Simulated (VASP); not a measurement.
Set up this calculation in VASP 6.6.1, as the native input.

```yaml
Task: single point
Functional: r2SCAN
Potentials_or_basis: VASP PAW PBE potentials, release 64 (Al, N)
Cutoff: 520 eV
k_mesh: 10 × 10 × 10
Occupations: gaussian, width 0.05 eV
Spin: no spin polarisation
Dipole_correction: no
Further_INCAR_settings: ALGO = Normal; EDIFF = 1e-07; NBANDS = 11
```

The system is AlN.

```
Al N
1.0
     0.00000    2.18399    2.18399
     2.18399    0.00000    2.18399
     2.18399    2.18399    0.00000
Al N
1 1
Direct
  0.01783 0.01783 0.98217
  0.71566 0.71566 0.78434
```

This cell differs from its parent crystal: atoms displaced along a vibrational mode.

One way to write it, as run:

POSCAR

```
AlN
1.0
    0.0000000000      2.1839935596      2.1839935596
    2.1839935596      0.0000000000      2.1839935596
    2.1839935596      2.1839935596      0.0000000000
Al N
1 1
Direct
    0.0178274132      0.0178274132     -0.0178274132
    0.7156592394      0.7156592394      0.7843407606
```

INCAR.step1

```
SYSTEM = AlN
PREC = Accurate
ENCUT = 520
ISMEAR = 0
SIGMA = 0.05
LREAL = .False.
LASPH = .True.
NELM = 60
NBANDS = 11
GGA = PE
ALGO = Normal
EDIFF = 1E-4
LWAVE = .True.
LCHARG = .False.
```

INCAR.step2

```
SYSTEM = AlN
PREC = Accurate
ENCUT = 520
EDIFF = 1E-7
ISMEAR = 0
SIGMA = 0.05
LREAL = .False.
LASPH = .True.
NELM = 60
ALGO = Normal
ISIF = 2
LWAVE = .False.
LCHARG = .False.
METAGGA = R2SCAN
LMIXTAU = .True.
NBANDS = 11
ISTART = 1
```

KPOINTS

```
regular mesh
0
Gamma
  10 10 10
  0 0 0
```

Potentials or basis: VASP PAW PBE potentials, release 64 (Al, N).

The run is started by

```bash
$ cat potpaw_PBE.64/Al/POTCAR potpaw_PBE.64/N/POTCAR > POTCAR
$ cp INCAR.step1 INCAR
$ mpirun -np 1 vasp_std > vasp.out
$ cp INCAR.step2 INCAR
$ mpirun -np 1 vasp_std > vasp.out
```

It gave:

```json
{
  "Pressure": "6.4 GPa",
  "Largest force": "3.278 eV/Å",
  "Band gap on the k mesh": "3.35 eV (least direct gap 4.23 eV)"
}
```

Caveat: the cell differs from its parent crystal (atoms displaced along a vibrational mode); the cell stands under pressure; the PAW data sets were made with another functional, which shifts forces and pressure a little.

It took 2.5 min on 1 thread of Intel Xeon 8259CL (shared host), peak memory 0.17 GiB.
